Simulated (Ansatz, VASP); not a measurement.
## Two plane-wave programs on KMgBr3

INCAR

```
SYSTEM = KMgBr3
ALGO = Normal
EDIFF = 1E-7
ENCUT = 520
GGA = PE
ISIF = 2
ISMEAR = -1
LASPH = .True.
LCHARG = .False.
LREAL = .False.
LWAVE = .False.
NBANDS = 24
NELM = 60
PREC = Accurate
SIGMA = 0.02
```

File KPOINTS:

```
k-points
0
Gamma
  6 6 6
  0 0 0
```

The input POSCAR:

```
KMgBr3
1.0
    5.3827145950      0.0000000000      0.0000000000
    0.0000000000      5.3827145950      0.0000000000
    0.0000000000      0.0000000000      5.2550502745
K Mg Br
1 1 3
Direct
    0.0000000000      0.0000000000      0.0000000000
    0.5000000000      0.5000000000      0.5000000000
    0.5000000000      0.5000000000      0.0000000000
    0.5000000000      0.0000000000      0.5000000000
    0.0000000000      0.5000000000      0.5000000000
```

Input for Ansatz:

```yaml
crystal:
  lattice:
    - [5.382714595, 0.0, 0.0]
    - [0.0, 5.382714595, 0.0]
    - [0.0, 0.0, 5.2550502745]
  atoms:
    - { symbol: K, position: [0.0, 0.0, 0.0] }
    - { symbol: Mg, position: [0.5, 0.5, 0.5] }
    - { symbol: Br, position: [0.5, 0.5, 0.0] }
    - { symbol: Br, position: [0.5, 0.0, 0.5] }
    - { symbol: Br, position: [0.0, 0.5, 0.5] }
kpoints:
  mp_grid: { grid: [6, 6, 6] }
  band_path:
    path: [[0.0, 0.0, 0.0], [0.0, 0.5, 0.0], [0.5, 0.5, 0.0], [0.5, 0.5, 0.5]]
    npoints: 1
hamiltonian:
  xc: pbe
scf:
  occupations: { method: fermi_dirac, width: 0.02 }
  n_extra_bands: 5
output:
  forces: true
  stress: true
  eigenvalues: true
```

Change from the starting cell: epitaxial_xy strain +1.5%.

Alike in both runs: task single point; functional PBE; k mesh 6 × 6 × 6; occupations fermi-dirac, width 0.02 eV; no spin polarisation.

```csv
,VASP,Ansatz
version,VASP 6.6.1,Ansatz 0.2.0
potentials or method,"VASP PAW PBE potentials, release 64 (K_sv, Mg, Br)","plane waves, PAW"
plane-wave cutoff (eV),520,420
valence electrons in the cell,32,40
```

```tsv
	VASP	Ansatz	Ansatz less VASP
gap on the k mesh at the Fermi level (eV)	2.67	2.70	+0.022
pressure (GPa)	0.3	0.3	+0.06
traceless stress, the component that is largest in VASP (GPa)	0.52	0.52	+0.003
```

The functional is the same, so the differences come from potentials, cutoffs and numerics. VASP's potentials hold 32 valence electrons a cell and Ansatz's 40, so a difference there can come from the potentials and not from the codes.
